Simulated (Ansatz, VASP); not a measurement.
One calculation of CdH2O2, two programs

```xyz
5
Lattice="3.4101 0.0000 0.0000 -1.7050 2.9532 0.0000 0.0000 0.0000 4.5037" Properties=species:S:1:pos:R:3 pbc="T T T"
Cd    0.0000    0.0000    0.0000
H     1.7050    0.9844    2.4814
H     0.0000    1.9688    2.0223
O     1.7050    0.9844    3.4200
O     0.0000    1.9688    1.0837
```

Change from the starting cell: strain -0.030 along x and y, -0.030 along z, atoms carried along.

Alike in both runs: task single point; functional PBEsol; k mesh 9 × 9 × 6; occupations gaussian, width 0.05 eV; no spin polarisation.

|  | VASP | Ansatz |
| --- | --- | --- |
| version | VASP 6.6.1 | Ansatz 0.2.0 |
| potentials or method | VASP PAW PBE potentials, release 64 (Cd_sv_GW, H, O), cutoff 700 eV | scalar-relativistic, plane waves, PAW |
| valence electrons in the cell | 34 | 34 |

|  | VASP | Ansatz | Ansatz less VASP |
| --- | --- | --- | --- |
| gap on the k mesh at the Fermi level (eV) | 1.87 | 1.87 | +0.002 |
| least direct gap on the mesh (eV) | 2.22 | 2.22 | 0.000 |
| pressure (GPa) | 12.1 | 11.9 | -0.17 |
| traceless stress, the component that is largest in VASP (GPa) | 7.68 | 6.75 | -0.933 |
| rms of the force components (eV/Å) | 1.023 | 0.924 | -0.0994 |

VASP's potentials were made for PBE, not for PBEsol. Atom by atom the forces differ by 0.100 eV/Å (rms over components).
